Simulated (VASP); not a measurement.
# Rh (P6_3/mmc) in VASP: notebook

Rh is run at these levels: r2SCAN; tasks: single point.

Everything below comes from runs of VASP 6.6.1. Logs are shortened: lines on timing, memory, paths and dates and some standing lists are left out, and cuts for length are marked.

### 1 The cell of the first run

It takes space group P6_3/mmc (No. 194, hexagonal). Conventional cell: a = 2.647 Å, b = 2.647 Å, c = 4.265 Å, α = 90.00°, β = 90.00°, γ = 120.00°. Within 3.5 Å of Rh (site symmetry -6m2) lie 12 Rh at 2.62 to 2.65 Å.

This isn't the form of Rh at room conditions, which is fcc.

### 2 Single point, r2SCAN (12.94 Å³/atom)

Input file POSCAR:

```
Rh
1.0
    2.6469163152      0.0000000000      0.0000000000
   -1.3234581576      2.2922967706      0.0000000000
    0.0000000000      0.0000000000      4.2647871638
Rh
2
Direct
    0.6666666667      0.3333333333      0.7500000000
    0.3333333333      0.6666666667      0.2500000000
```

Input file INCAR.step1:

```
  PREC = Accurate
  ENCUT = 520
  ISMEAR = 0
  SIGMA = 0.1
  LREAL = False
  LASPH = True
  NELM = 80
  NBANDS = 22
  GGA = PE
  ALGO = Normal
  EDIFF = 1E-4
  LWAVE = True
  LCHARG = False
```

Input file INCAR.step2:

```
  PREC = Accurate
  ENCUT = 520
  EDIFF = 1E-6
  ISMEAR = 0
  SIGMA = 0.1
  LREAL = False
  LASPH = True
  NELM = 80
  ALGO = Normal
  ISIF = 2
  LWAVE = False
  LCHARG = True
  METAGGA = R2SCAN
  LMIXTAU = True
  LELF = True
  LVHAR = True
  NBANDS = 22
  ISTART = 1
```

Input file KPOINTS:

```
Automatic mesh
0
Gamma
  18 18 10
```

Potentials or basis: VASP PAW PBE potentials, release 64 (Rh_pv).

On the command line:

```
cat potpaw_PBE.64/Rh_pv/POTCAR > POTCAR
cp INCAR.step1 INCAR
mpirun -np 1 vasp_std > vasp.out
cp INCAR.step2 INCAR
mpirun -np 1 vasp_std > vasp.out
```

OUTCAR:

```text
PREC = Accurate
   ENCUT = 520
   EDIFF = 1E-6
   ISMEAR = 0
   LREAL = False
   LASPH = True
   NELM = 80
   ISIF = 2
   METAGGA = R2SCAN
   ISTART = 1

 ion  position               nearest neighbor table
   1  0.667  0.333  0.750-   2 2.62   2 2.62   2 2.62   2 2.62   2 2.62   2 2.62
   2  0.333  0.667  0.250-   1 2.62   1 2.62   1 2.62   1 2.62   1 2.62   1 2.62

  LATTYP: Found a hexagonal cell.
 ALAT       =     2.6469163152
 C/A-ratio  =     1.6112285603

  Lattice vectors:

 A1 = (   2.6469163152,   0.0000000000,   0.0000000000)
 A2 = (  -1.3234581576,   2.2922967706,   0.0000000000)
 A3 = (   0.0000000000,   0.0000000000,   4.2647871638)

Analysis of symmetry for initial positions (statically):
=====================================================================
 Subroutine PRICEL returns:
 Original cell was already a primitive cell.

 Routine SETGRP: Setting up the symmetry group for a
 hexagonal supercell.

 Subroutine GETGRP returns: Found 24 space group operations
 (whereof 12 operations were pure point group operations)
 out of a pool of 24 trial point group operations.

The static configuration has the point symmetry D_3d.
 The point group associated with its full space group is D_6h.

Analysis of symmetry for dynamics (positions and initial velocities):
=====================================================================
 Subroutine PRICEL returns:
 Original cell was already a primitive cell.

 Routine SETGRP: Setting up the symmetry group for a
 hexagonal supercell.

 Subroutine GETGRP returns: Found 24 space group operations
 (whereof 12 operations were pure point group operations)
 out of a pool of 24 trial point group operations.

The dynamic configuration has the point symmetry D_3d.
 The point group associated with its full space group is D_6h.

 Subroutine INISYM returns: Found 24 space group operations
 (whereof 12 operations are pure point group operations),
 and found     1 'primitive' translations

----------------------------------------------------------------------------------------

                                     Primitive cell

  volume of cell :      25.8767

  direct lattice vectors                    reciprocal lattice vectors
     2.646916315  0.000000000  0.000000000     0.377798117  0.218121845  0.000000000
    -1.323458158  2.292296771  0.000000000     0.000000000  0.436243689  0.000000000
     0.000000000  0.000000000  4.264787164     0.000000000  0.000000000  0.234478290

  length of vectors
     2.646916315  2.646916315  4.264787164     0.436243689  0.436243689  0.234478290

  position of ions in fractional coordinates (direct lattice)
     0.666666667  0.333333333  0.750000000
     0.333333333  0.666666667  0.250000000

  ion indices of the primitive-cell ions
   primitive index   ion index
                 1           1
                 2           2

----------------------------------------------------------------------------------------

 KPOINTS: Automatic mesh

Automatic generation of k-mesh.
 Grid dimensions read from file:
 generate k-points for:   18   18   10

 Generating k-lattice:

  Cartesian coordinates                     Fractional coordinates (reciprocal lattice)
     0.020988784  0.012117880  0.000000000     0.055555556  0.000000000  0.000000000
     0.000000000  0.024235761  0.000000000     0.000000000  0.055555556  0.000000000
     0.000000000  0.000000000  0.023447829     0.000000000  0.000000000  0.100000000

  Length of vectors
     0.024235761  0.024235761  0.023447829

  Shift w.r.t. Gamma in fractional coordinates (k-lattice)
     0.000000000  0.000000000  0.000000000

 Subroutine IBZKPT returns following result:
 ===========================================

 Found    222 irreducible k-points:

 Following reciprocal coordinates:
            Coordinates               Weight
  0.000000  0.000000  0.000000      1.000000
  0.055556 -0.000000  0.000000      6.000000
  0.111111 -0.000000  0.000000      6.000000
  0.166667 -0.000000  0.000000      6.000000
  0.222222 -0.000000  0.000000      6.000000
  0.277778 -0.000000  0.000000      6.000000
[... 16 lines left out ...]
  0.333333  0.111111  0.000000     12.000000
  0.388889  0.111111  0.000000     12.000000
 [... further k-points ...]
   k-points           NKPTS =    222   k-points in BZ     NKDIM =    222   number of bands    NBANDS=     22
   number of dos      NEDOS =    301   number of ions     NIONS =      2
   total plane-waves  NPLWV =  12800
   dimension x,y,z NGX =    20 NGY =   20 NGZ =   32
   dimension x,y,z NGXF=    40 NGYF=   40 NGZF=   64
   ions per type =               2
   NGX,Y,Z   is equivalent  to a cutoff of  12.56, 12.56, 12.47 a.u.
   NGXF,Y,Z  is equivalent  to a cutoff of  25.12, 25.12, 24.95 a.u.
 SYSTEM =  unknown system
   PREC   = accura    normal or accurate (medium, high low for compatibility)
   ISTART =      1    job   : 0-new  1-cont  2-samecut
   ICHARG =      0    charge: 1-file 2-atom 10-const
   ISPIN  =      1    spin polarized calculation?
   LNONCOLLINEAR =      F non collinear calculations
   LSORBIT =      F    spin-orbit coupling
   LASPH  =      T    aspherical Exc in radial PAW
   ENCUT  =  520.0 eV  38.22 Ry    6.18 a.u.   4.92  4.92  7.93*2*pi/ulx,y,z
   NELM   =     80;   NELMIN=  2; NELMDL=  0     # of ELM steps
   EDIFF  = 0.1E-05   stopping-criterion for ELM
   LREAL  =      F    real-space projection
   EDIFFG = 0.1E-04   stopping-criterion for IOM
   NSW    =      0    number of steps for IOM
   IBRION =     -1    ionic relax: 0-MD 1-quasi-New 2-CG
   NFREE  =      0    steps in history (QN), initial steepest desc. (CG)
   ISIF   =      2    stress and relaxation
   ISYM   =      2    0-nonsym 1-usesym 2-fastsym
   POTIM  = 0.5000    time-step for ionic-motion
   TEBEG  =    0.0;   TEEND  =   0.0 temperature during run
   PSTRESS=    0.0 pullay stress
   NELECT =      30.0000    total number of electrons
   NUPDOWN=      -1.0000    fix difference up-down
   EMIN   =  10.00;   EMAX   =-10.00  energy-range for DOS
   EFERMI =   0.00;   METHOD = LEGACY
   ISMEAR =     0;   SIGMA  =   0.10  broadening in eV -4-tet -1-fermi 0-gaus
   EFERMI_NEDOS =   21; number of points for ismear=-14 and -15
   IALGO  =     38    algorithm
   IMIX   =      4    mixing-type and parameters
     AMIX     =   0.40;   BMIX     =  1.00
     AMIX_MAG =   1.60;   BMIX_MAG =  1.00
  volume/ion in A,a.u.               =      12.94        87.31
  Fermi-wavevector in a.u.,A,eV,Ry     =   1.719805  3.249959 40.242331  2.957728
  Thomas-Fermi vector in A             =   2.796362
   LORBIT       =      0    0 simple, 1 ext, 2 COOP (PROOUT), +10 PAW based schemes
   METAGGA = R2SCAN    functional components
   LHFCALC =     F    Hartree Fock is set to
   AEXX    =    0.0000 exact exchange contribution
   IVDW    =     0    specifies the selected vdW correction
   LEPSILON=     F    determine dielectric tensor
   LRPA    =     F    only Hartree local field effects (RPA)
 non-spin polarized calculation
 Gauss-broadening in eV      SIGMA  =   0.10
  energy-cutoff  :      520.00
  volume of cell :       25.88
 maximum number of plane-waves:       720
 NGX is ok and might be reduce to    20
   NGX =  9   NGY =  9   NGZ = 15

 number of electron      29.9999991 magnetization

 Free energy of the ion-electron system (eV)
  ---------------------------------------------------
  ext. energy  EPLUGINS =         0.00000000
  ---------------------------------------------------
  free energy    TOTEN  =       -48.07784654 eV

  energy without entropy =      -48.06357015  energy(sigma->0) =      -48.07070835

 E-fermi :  13.0118     XC(G=0): -15.6670

 val. band max:       13.0094276114   @ k =   0.0000   0.0000   0.3000
 cond. band min:      13.0183056112   @ k =   0.3889   0.1667   0.2000
 fundamental gap:      0.0088779998
 Fermi energy:        13.0117837522

 k-point     1 :       0.0000    0.0000    0.0000
  band No.  band energies     occupation
      1     -36.0010      2.00000
      2     -35.1289      2.00000
      3     -35.1289      2.00000
      4     -35.0011      2.00000
      5     -34.9862      2.00000
      6     -34.9862      2.00000
[... 14 lines left out ...]
     21      30.2238      0.00000
     22      30.2243      0.00000

 k-point     2 :       0.0556   -0.0000    0.0000
  band No.  band energies     occupation
      1     -35.9914      2.00000
      2     -35.1505      2.00000
      3     -35.1360      2.00000
      4     -35.0087      2.00000
      5     -35.0051      2.00000
      6     -34.9895      2.00000
[... 14 lines left out ...]
     21      30.2240      0.00000
     22      30.2244      0.00000

 k-point     3 :       0.1111   -0.0000    0.0000
  band No.  band energies     occupation
      1     -35.9634      2.00000
      2     -35.2126      2.00000
      3     -35.1560      2.00000
      4     -35.0729      2.00000
      5     -35.0171      2.00000
      6     -34.9991      2.00000
[... 14 lines left out ...]
     21      30.2244      0.00000
     22      30.2267      0.00000

 k-point     4 :       0.1667   -0.0000    0.0000
  band No.  band energies     occupation
      1     -35.9186      2.00000
      2     -35.3078      2.00000
      3     -35.1859      2.00000
      4     -35.1696      2.00000
      5     -35.0373      2.00000
      6     -35.0145      2.00000
[... 14 lines left out ...]
     21      30.2241      0.00000
     22      30.2267      0.00000

 k-point     5 :       0.2222   -0.0000    0.0000
  band No.  band energies     occupation
      1     -35.8600      2.00000
      2     -35.4247      2.00000
      3     -35.2859      2.00000
      4     -35.2217      2.00000
      5     -35.0657      2.00000
      6     -35.0340      2.00000
[... 417 lines left out ...]
 k-point    22 :       0.2778    0.1111    0.0000
  band No.  band energies     occupation
      1     -35.6974      2.00000
      2     -35.6535      2.00000
      3     -35.5400      2.00000
      4     -35.3128      2.00000
      5     -35.1575      2.00000
      6     -35.1245      2.00000
[... 14 lines left out ...]
     21      27.6180      0.00000
     22      30.0247      0.00000

 k-point    23 :       0.3333    0.1111    0.0000
  band No.  band energies     occupation
      1     -35.7417      2.00000
      2     -35.6277      2.00000
      3     -35.6040      2.00000
      4     -35.3546      2.00000
      5     -35.2038      2.00000
      6     -35.1458      2.00000
[... 14 lines left out ...]
     21      26.6158      0.00000
     22      29.3218      0.00000

 k-point    24 :       0.3889    0.1111    0.0000
  band No.  band energies     occupation
      1     -35.7991      2.00000
      2     -35.6456      2.00000
      3     -35.5715      2.00000
      4     -35.3816      2.00000
      5     -35.2447      2.00000
      6     -35.1596      2.00000
[... 14 lines left out ...]
     21      25.9117      0.00000
     22      28.7632      0.00000

 [... further k-points ...]

------------------------ aborting loop because EDIFF is reached ----------------------------------------

  FORCE on cell =-STRESS in cart. coord.  units (eV):
  Direction    XX          YY          ZZ          XY          YZ          ZX
  --------------------------------------------------------------------------------------
  -------------------------------------------------------------------------------------
  Total        3.5351228      3.5351228      3.5486766     -0.0000000      0.0000000      0.0000000
  in kB      218.8802988    218.8802987    219.7194916     -0.0000000      0.0000000      0.0000000
  external PRESSURE =     219.1600297 kB  Pullay stress =       0.0000000 kB

 VOLUME and BASIS-vectors are now :
 -----------------------------------------------------------------------------
  energy-cutoff  :      520.00
  volume of cell :       25.88
      direct lattice vectors                 reciprocal lattice vectors
     2.646916315  0.000000000  0.000000000     0.377798117  0.218121845  0.000000000
    -1.323458158  2.292296771  0.000000000     0.000000000  0.436243689  0.000000000
     0.000000000  0.000000000  4.264787164     0.000000000  0.000000000  0.234478290

 POSITION                                       TOTAL-FORCE (eV/Angst)
 -----------------------------------------------------------------------------------
      1.32346      0.76410      3.19859         0.000000     -0.000000      0.000000
     -0.00000      1.52820      1.06620        -0.000000      0.000000      0.000000
 -----------------------------------------------------------------------------------
    total drift:                               -0.000000      0.000000     -0.000000

  FREE ENERGIE OF THE ION-ELECTRON SYSTEM (eV)
  ---------------------------------------------------
  free  energy   TOTEN  =       -48.0778465425 eV

  energy  without entropy=      -48.0635701541  energy(sigma->0) =      -48.07070835
```

Wall time 4.7 min (1 thread of Intel Xeon Platinum 8259CL at 2.50GHz (Skylake/Cascade Lake), shared host); peak memory 0.22 GiB.

Results:

* Free energy: -48.0778 eV
* Pressure: 21.9 GPa
* Band gap on the k mesh: zero (bands 15 and 16 overlap by 2.74 eV)

Stress tensor (GPa, compression positive):
```
21.89  0.00  0.00
 0.00 21.89  0.00
 0.00  0.00 21.97
```

Levels at points of the mesh, in eV from the Fermi level:
| k point | band 13 | band 14 | band 15 | band 16 | band 17 | band 18 |
| --- | --- | --- | --- | --- | --- | --- |
| (0.00, 0.00, 0.00) | -2.88 | -2.24 | -2.24 | 0.13 | 0.13 | 0.84 |
| (0.50, 0.00, 0.00) | -2.42 | 0.46 | 0.72 | 0.82 | 3.39 | 5.76 |
| (0.00, 0.00, 0.50) | -3.60 | -3.60 | -0.52 | -0.52 | -0.52 | -0.52 |
| (0.50, 0.00, 0.50) | -0.36 | -0.36 | 0.67 | 0.67 | 2.97 | 2.97 |

Caveat: the cell stands under pressure; the PAW data sets were made with another functional, which shifts forces and pressure a little.

### 3 Single point, r2SCAN (13.35 Å³/atom)

This run uses another cell than the first one, of 13.35 Å³/atom.

Input file POSCAR:

```
Rh
1.0
    2.6755389846      0.0000000000      0.0000000000
   -1.3377694923      2.3170847294      0.0000000000
    0.0000000000      0.0000000000      4.3072402650
Rh
2
Direct
    0.6666666667      0.3333333333      0.7500000000
    0.3333333333      0.6666666667      0.2500000000
```

Input file INCAR.step1:

```
SYSTEM = Rh
  PREC = Accurate
  ENCUT = 520
  ISMEAR = 0
  SIGMA = 0.1
  LREAL = .FALSE.
  LASPH = .TRUE.
  NELM = 60
  NBANDS = 22
  GGA = PE
  ALGO = Normal
  EDIFF = 1E-4
  LWAVE = .TRUE.
  LCHARG = .FALSE.
```

Input file INCAR.step2:

```
SYSTEM = Rh
  PREC = Accurate
  ENCUT = 520
  EDIFF = 1E-6
  ISMEAR = 0
  SIGMA = 0.1
  LREAL = .FALSE.
  LASPH = .TRUE.
  NELM = 60
  ALGO = Normal
  ISIF = 2
  LWAVE = .FALSE.
  LCHARG = .TRUE.
  METAGGA = R2SCAN
  LMIXTAU = .TRUE.
  LELF = .TRUE.
  LVHAR = .TRUE.
  NBANDS = 22
  ISTART = 1
```

Input file KPOINTS:

```
Automatic mesh
0
G
  18 18 10
  0 0 0
```

Potentials or basis: VASP PAW PBE potentials, release 64 (Rh_pv).

On the command line:

```
cat potpaw_PBE.64/Rh_pv/POTCAR > POTCAR
cp INCAR.step1 INCAR
mpirun -np 1 vasp_std > vasp.out
cp INCAR.step2 INCAR
mpirun -np 1 vasp_std > vasp.out
```

Wall time 5 min (1 thread of Intel Xeon Platinum 8259CL at 2.50GHz (Skylake/Cascade Lake), shared host); peak memory 0.22 GiB.

Results (log left out):

```
Free energy            : -48.1613 eV
Pressure               : 10.6 GPa
Band gap on the k mesh : zero (bands 15 and 16 overlap by 2.61 eV)
```

Stress tensor (GPa, compression positive):
```
10.59  0.00  0.00
 0.00 10.59  0.00
 0.00  0.00 10.67
```

Levels at points of the mesh, in eV from the Fermi level:
```csv
k point,band 12,band 13,band 14,band 15,band 16,band 17,band 18,band 19
"(0.00, 0.00, 0.00)",-2.74,-2.74,-2.14,-2.14,0.13,0.13,0.88,9.44
"(0.50, 0.00, 0.00)",-2.42,-2.31,0.43,0.68,0.77,3.28,5.57,11.14
"(0.00, 0.00, 0.50)",-3.45,-3.44,-3.44,-0.50,-0.50,-0.50,-0.50,15.68
"(0.50, 0.00, 0.50)",-1.86,-0.34,-0.34,0.63,0.63,2.91,2.91,10.11
```

Caveat: the cell stands under pressure; the PAW data sets were made with another functional, which shifts forces and pressure a little.

(Continued in part 2 of 3.)
